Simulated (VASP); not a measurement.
# LiH (Fm-3m) in VASP: notebook, part 2 of 2

VASP 6.6.1. The steps go on from the part before.

### Step 3. Vibrations by perturbation theory, LDA (volume scaled by 1.015)

INCAR reads:

```
PREC = Accurate
ENCUT = 520
EDIFF = 1E-8
ISMEAR = 0
SIGMA = 0.01
LREAL = F
LASPH = T
NELM = 80
ALGO = Normal
ISIF = 2
LWAVE = F
LCHARG = F
IBRION = 8
NSW = 1
```

KPOINTS reads:

```
Automatic mesh
0
Gamma
  10 10 10
```

POSCAR reads:

```
LiH
1.0
    0.0000000000      1.9641745182      1.9641745182
    1.9641745182      0.0000000000      1.9641745182
    1.9641745182      1.9641745182      0.0000000000
Li H
1 1
Direct
    0.0000000000      0.0000000000      0.0000000000
    0.5000000000      0.5000000000      0.5000000000
```

Potentials or basis: VASP PAW LDA potentials, release 64 (Li_sv, H).

Started as:

```console
> cat potpaw_LDA.64/Li_sv/POTCAR potpaw_LDA.64/H/POTCAR > POTCAR
> mpirun -np 1 vasp_std > vasp.out
```

OUTCAR:

```text
PREC = Accurate
   ENCUT = 520
   EDIFF = 1E-8
   ISMEAR = 0
   LREAL = F
   LASPH = T
   NELM = 80
   ISIF = 2
   IBRION = 8
   NSW = 1

 ion  position               nearest neighbor table
   1  0.000  0.000  0.000-
   2  0.500  0.500  0.500-

  LATTYP: Found a face centered cubic cell.
 ALAT       =     3.9283490364

  Lattice vectors:

 A1 = (   0.0000000000,   1.9641745182,   1.9641745182)
 A2 = (   1.9641745182,   0.0000000000,   1.9641745182)
 A3 = (   1.9641745182,   1.9641745182,   0.0000000000)

Analysis of symmetry for initial positions (statically):
=====================================================================
 Subroutine PRICEL returns:
 Original cell was already a primitive cell.

 Routine SETGRP: Setting up the symmetry group for a
 face centered cubic supercell.

 Subroutine GETGRP returns: Found 48 space group operations
 (whereof 48 operations were pure point group operations)
 out of a pool of 48 trial point group operations.

The static configuration has the point symmetry O_h .

Analysis of symmetry for dynamics (positions and initial velocities):
=====================================================================
 Subroutine PRICEL returns:
 Original cell was already a primitive cell.

 Routine SETGRP: Setting up the symmetry group for a
 face centered cubic supercell.

 Subroutine GETGRP returns: Found 48 space group operations
 (whereof 48 operations were pure point group operations)
 out of a pool of 48 trial point group operations.

The dynamic configuration has the point symmetry O_h .

 Subroutine INISYM returns: Found 48 space group operations
 (whereof 48 operations are pure point group operations),
 and found     1 'primitive' translations

----------------------------------------------------------------------------------------

                                     Primitive cell

  volume of cell :      15.1555

  direct lattice vectors                    reciprocal lattice vectors
     0.000000000  1.964174518  1.964174518    -0.254559865  0.254559865  0.254559865
     1.964174518  0.000000000  1.964174518     0.254559865 -0.254559865  0.254559865
     1.964174518  1.964174518  0.000000000     0.254559865  0.254559865 -0.254559865

  length of vectors
     2.777762243  2.777762243  2.777762243     0.440910620  0.440910620  0.440910620

  position of ions in fractional coordinates (direct lattice)
     0.000000000  0.000000000  0.000000000
     0.500000000  0.500000000  0.500000000

  ion indices of the primitive-cell ions
   primitive index   ion index
                 1           1
                 2           2

----------------------------------------------------------------------------------------

 KPOINTS: Automatic mesh

Automatic generation of k-mesh.
 Grid dimensions read from file:
 generate k-points for:   10   10   10

[... 124 lines left out ...]
      2      -5.2784      2.00000
      3      17.4336      0.00000
      4      18.5226      0.00000
      5      18.5226      0.00000
      6      18.5226      0.00000
[... 199 lines left out ...]
 k-point    24 :       0.4000    0.3000    0.0000
  band No.  band energies     occupation
      1     -42.8513      2.00000
      2      -2.0737      2.00000
      3       7.1450      0.00000
      4      10.8810      0.00000
      5      12.2118      0.00000
      6      16.9327      0.00000

 [... further k-points ...]

------------------------ aborting loop because EDIFF is reached ----------------------------------------

  FORCE on cell =-STRESS in cart. coord.  units (eV):
  Direction    XX          YY          ZZ          XY          YZ          ZX
  --------------------------------------------------------------------------------------
  -------------------------------------------------------------------------------------
  Total       -0.0768060     -0.0768060     -0.0768060      0.0000000      0.0000000     -0.0000000
  in kB       -8.1196149     -8.1196149     -8.1196149      0.0000000      0.0000000     -0.0000000
  external PRESSURE =      -8.1196149 kB  Pullay stress =       0.0000000 kB

 VOLUME and BASIS-vectors are now :
 -----------------------------------------------------------------------------
  energy-cutoff  :      520.00
  volume of cell :       15.16
      direct lattice vectors                 reciprocal lattice vectors
     0.000000000  1.964174518  1.964174518    -0.254559865  0.254559865  0.254559865
     1.964174518  0.000000000  1.964174518     0.254559865 -0.254559865  0.254559865
     1.964174518  1.964174518  0.000000000     0.254559865  0.254559865 -0.254559865

 POSITION                                       TOTAL-FORCE (eV/Angst)
 -----------------------------------------------------------------------------------
      0.00000      0.00000      0.00000         0.000000     -0.000000     -0.000000
      1.96417      1.96417      1.96417        -0.000000      0.000000      0.000000
 -----------------------------------------------------------------------------------
    total drift:                                0.000000     -0.000000     -0.000000

  FREE ENERGIE OF THE ION-ELECTRON SYSTEM (eV)
  ---------------------------------------------------
  free  energy   TOTEN  =        -6.4959709565 eV

  energy  without entropy=       -6.4959709565  energy(sigma->0) =       -6.49597096

[... ionic steps 2 to 3 ...]

--------------------------------------- Ionic step        4  -------------------------------------------

------------------------ aborting loop because EDIFF is reached ----------------------------------------

[... ionic steps 5 to 6 ...]

--------------------------------------- Ionic step        7  -------------------------------------------

 Free energy of the ion-electron system (eV)
  ---------------------------------------------------
  ---------------------------------------------------
  free energy    TOTEN  =        -0.01719678 eV

  energy without entropy =       -0.01719678

------------------------ aborting loop because EDIFF is reached ----------------------------------------

 INTERNAL STRAIN TENSOR  FOR ION    2  DIRECTION 1   (eV/Angst):
 -----------------------------------------------------------------------------
     0.00139  0.00000 -0.00000
     0.00000 -0.00390  0.00000
    -0.00000  0.00000 -0.00390

 INTERNAL STRAIN TENSOR FOR ION    2 for displacements in x,y,z  (eV/Angst):
          X           Y           Z          XY          YZ          ZX
  --------------------------------------------------------------------------------
  x     0.00000     0.00000     0.00000     0.00000     0.00000     0.00000
  y     0.00000     0.00000     0.00000     0.00000     0.00000     0.00000
  z     0.00000     0.00000     0.00000     0.00000     0.00000     0.00000

 SECOND DERIVATIVES (NOT SYMMETRIZED)
 ------------------------------------
               1X          1Y          1Z          2X          2Y          2Z
  1X    -1.292469    0.000000    0.000000    1.292469    0.000000    0.000000
  1Y     0.000000   -1.292469    0.000000    0.000000    1.292469    0.000000
  1Z     0.000000    0.000000   -1.292469    0.000000    0.000000    1.292469
  2X     1.299147    0.000000    0.000000   -1.299147    0.000000    0.000000
  2Y     0.000000    1.299147    0.000000    0.000000   -1.299147    0.000000
  2Z     0.000000    0.000000    1.299147    0.000000    0.000000   -1.299147

 Eigenvectors and eigenvalues of the dynamical matrix
 ----------------------------------------------------

   1 f  =   19.041354 THz   119.640353 2PiTHz  635.151186 cm-1    78.748675 meV
             X         Y         Z           dx          dy          dz
      0.000000  0.000000  0.000000     0.000000    0.352537    0.000000
      1.964175  1.964175  1.964175     0.000000   -0.935798    0.000000
[... 21 lines left out ...]
   6 f/i=    0.016185 THz     0.101693 2PiTHz    0.539873 cm-1     0.066936 meV
             X         Y         Z           dx          dy          dz
      0.000000  0.000000  0.000000     0.000000    0.000000    0.935798
      1.964175  1.964175  1.964175     0.000000    0.000000    0.352537

--------------------------------------------------------------------------------------------------------

 ELASTIC MODULI CONTR FROM IONIC RELAXATION (kBar)
 Direction    XX          YY          ZZ          XY          YZ          ZX
 --------------------------------------------------------------------------------
 XX           0.0000      0.0000      0.0000      0.0000      0.0000      0.0000
 YY           0.0000      0.0000      0.0000      0.0000      0.0000      0.0000
 ZZ           0.0000      0.0000      0.0000      0.0000      0.0000      0.0000
 XY           0.0000      0.0000      0.0000      0.0000      0.0000      0.0000
 YZ           0.0000      0.0000      0.0000      0.0000      0.0000      0.0000
 ZX           0.0000      0.0000      0.0000      0.0000      0.0000      0.0000
 --------------------------------------------------------------------------------
```

OSZICAR:

```text
N       E                     dE             d eps       ncg     rms          rms(c)
DAV:   1    -0.184057473338E+01   -0.18406E+01   -0.14565E+03   582   0.602E+02
DAV:   2    -0.664643579807E+01   -0.48059E+01   -0.45742E+01   822   0.655E+01
DAV:   3    -0.675156246213E+01   -0.10513E+00   -0.10513E+00   648   0.855E+00
DAV:   4    -0.675408241945E+01   -0.25200E-02   -0.25200E-02   774   0.918E-01
[... 39 lines left out ...]
RMM:   7    -0.171980540188E-01   -0.12842E-05   -0.97616E-09  2734   0.572E-04    0.789E-05
RMM:   8    -0.171969346545E-01    0.11194E-05   -0.21279E-08  2772   0.169E-04    0.100E-05
RMM:   9    -0.171969145302E-01    0.20124E-07   -0.15396E-07  2890   0.538E-05    0.726E-06
RMM:  10    -0.171967793449E-01    0.13519E-06   -0.79382E-08  2767   0.201E-05    0.509E-07
RMM:  11    -0.171967781036E-01    0.12413E-08   -0.30041E-08  2624   0.671E-06    0.219E-07
 Linear response finished
```

stdout:

```text
POSCAR found type information on POSCAR LiH
 POSCAR found :  2 types and       2 ions
 scaLAPACK will be used
 LDA part: xc-table for (Slater(with rela. corr.)+CA(PZ))
 , standard interpolation
 POSCAR, INCAR and KPOINTS ok, starting setup
 FFT: planning ... GRIDC
 FFT: planning ... GRID_SOFT
 FFT: planning ... GRID
 WAVECAR not read
 entering main loop
 Linear response reoptimize wavefunctions to high precision
 Linear response DOF=           2
 Linear response progress:
 first order change of Fermi-energy  -0.99905E-04
 force on displaced ion       1 direction 1 :  -1.292   0.000   0.000
 Linear response progress:
 first order change of Fermi-energy   0.17900E-03
 force on displaced ion       2 direction 1 :  -1.299   0.000   0.000
 Linear response finished
```

Wall time 11 s (1 thread of Intel Xeon 6975P-C (Granite Rapids), shared host); peak memory 0.14 GiB.

Results:

* Highest phonon frequency at Γ, LO-TO splitting left out: 635 cm⁻¹

Phonon frequencies in cm⁻¹ (negative: imaginary):
```
              q point           frequencies
(0.000, 0.000, 0.000)  -1 -1 -1 635 635 635
```

Caveat: the cutoff is under 1.25 times the usual one of these potentials, so pressure, stress and relaxed cells hold a basis-set (Pulay) error.
